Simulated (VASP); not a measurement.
Here is a VASP 6.6.1 calculation.

INCAR

```
SYSTEM = CsI
PREC     = Accurate       ! precision mode
ENCUT    = 500            ! plane-wave cutoff, eV
EDIFF    = 1E-6           ! SCF threshold, eV
ISMEAR   = 0              ! smearing method
SIGMA    = 0.01           ! smearing width, eV
LREAL    = .FALSE.        ! projectors in reciprocal space
LASPH    = .TRUE.         ! aspherical terms in the spheres
NELM     = 120            ! most SCF steps
ALGO     = Normal         ! electronic algorithm
ISIF     = 2              ! what is computed and relaxed
LWAVE    = .FALSE.        ! write WAVECAR
LCHARG   = .TRUE.         ! write CHGCAR
GGA      = PE             ! functional
LELF     = .TRUE.         ! ELF
LVHAR    = .TRUE.       
NBANDS   = 15             ! bands
GGA_COMPAT= .FALSE.
```

KPOINTS

```
Automatic mesh
0
G
  4 4 4
  0 0 0
```

POSCAR

```
CsI
1.0
    4.6708624164      0.0000000000      0.0000000000
    0.0000000000      4.6708624164      0.0000000000
    0.0000000000      0.0000000000      4.6708624164
Cs I
1 1
Direct
    0.0000000000      0.0000000000      0.0000000000
    0.5000000000      0.5000000000      0.5000000000
```

Potentials or basis: VASP PAW PBE potentials, release 64 (Cs_sv, I).

Launch:

```sh
$ cat potpaw_PBE.64/Cs_sv/POTCAR potpaw_PBE.64/I/POTCAR > POTCAR
$ mpirun -np 1 vasp_std > vasp.out
```

Predict the band gap on the k mesh.

3.67 eV (least direct gap 3.76 eV).

Estimate the pressure.

0.0 GPa.

Caveat: spin-orbit coupling is left out, which moves the levels of the heavy elements. PBE gaps usually lie below the measured ones, often by a third to a half.
